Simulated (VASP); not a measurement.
Crystal: Ni.

```
CELL_PARAMETERS angstrom
0.00000 1.73757 1.72020
1.73757 0.00000 1.72020
1.73757 1.73757 0.00000
ATOMIC_POSITIONS crystal
Ni 0.00000 0.00000 0.00000
```

Base run:

| Property | Result |
| --- | --- |
| Program | VASP 6.6.1 |
| Functional | PBEsol |
| Potentials or basis | VASP PAW PBE potentials, release 64 (Ni) |
| Cutoff | 520 eV |
| k mesh | 11 × 11 × 11 |
| Occupations | fermi-dirac, width 0.05 eV |
| Spin | collinear spin, ferromagnetic start |
| Starting moments | [1.0] μB |

Its results: pressure -0.5 GPa; net moment 0.57 μB per cell; site moments Ni +0.58 μB.

The run is repeated on the same cell with these changes: functional from PBEsol to PBE. What comes out?

Pressure 10.0 GPa; net moment 0.57 μB per cell; site moments Ni +0.58 μB.

PBE binds less tightly than PBEsol, so the same cell stands under more pressure.

Caveats: the PAW data sets were made with another functional, which shifts forces and pressure a little (some runs).
